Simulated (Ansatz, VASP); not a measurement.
# Al: VASP beside Ansatz

```
Al
1.0
     6.11824   -0.59965   -0.72811
    -0.52906    5.49715    0.01077
    -0.69267   -0.05016    5.72750
Al
11
Direct
  0.88720 0.77463 0.93597
  0.88933 0.77622 0.41916
  0.56464 0.94086 0.59734
  0.89209 0.26547 0.93438
  0.23727 0.61664 0.26057
  0.56459 0.44026 0.09801
  0.24005 0.10522 0.77705
  0.90353 0.27189 0.42964
  0.22555 0.61011 0.76636
  0.24135 0.10754 0.26097
  0.56431 0.44107 0.59812
```

Alike in both runs: task single point; functional r2SCAN; k mesh 6 × 6 × 6; occupations gaussian, width 0.1 eV; no spin polarisation.

```csv
,VASP,Ansatz
version,VASP 6.6.1,Ansatz 0.2.0
potentials or method,"VASP PAW PBE potentials, release 64 (Al), cutoff 520 eV","scalar-relativistic, plane waves, PAW"
valence electrons in the cell,33,33
```

|  | VASP | Ansatz | Ansatz less VASP |
| --- | --- | --- | --- |
| gap on the k mesh at the Fermi level (eV) | none | none | - |
| rms of the force components (eV/Å) | 0.034 | 0.034 | -0.0001 |

VASP's potentials were made for PBE, not for r2SCAN. Atom by atom the forces differ by 0.002 eV/Å (rms over components). A gap of «none» marks a metal or a gap that the smearing closes.
